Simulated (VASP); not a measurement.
Input of a VASP 6.6.1 run:

The input INCAR:

```
SYSTEM = BP
ALGO = Normal ; EDIFF = 1E-6
ENCUT = 520 ; GGA = RE
ISIF = 2 ; ISMEAR = -1
IVDW = 12 ; LASPH = .True.
LCHARG = .True. ; LELF = .True.
LREAL = .False. ; LVHAR = .True.
LWAVE = .False. ; NBANDS = 11
NELM = 60 ; PREC = Accurate
SIGMA = 0.05
```

The input KPOINTS:

```
k-points
0
Gamma
  10 10 10
  0 0 0
```

The input POSCAR:

```
BP
1.0
    0.0000000000      2.3135014941      2.3135014941
    2.3135014941      0.0000000000      2.3135014941
    2.3135014941      2.3135014941      0.0000000000
P B
1 1
Direct
    0.7500000000      0.7500000000      0.7500000000
    0.0000000000      0.0000000000      0.0000000000
```

Potentials or basis: VASP PAW PBE potentials, release 64 (P, B).

The run is started by

```console
$ cat potpaw_PBE.64/P/POTCAR potpaw_PBE.64/B/POTCAR > POTCAR
$ mpirun -np 1 vasp_std > vasp.out
```

Task: Predict the pressure.

Result: -14.0 GPa.

Task: Predict the dispersion energy per atom.

Result: -0.614 eV.

Task: Estimate the band gap on the k mesh.

Result: 1.33 eV, indirect (least direct gap 3.32 eV).

Caveat: the PAW data sets were made with another functional, which shifts forces and pressure a little. Expect the measured gap to be larger: semilocal functionals such as revPBE lack the derivative discontinuity.
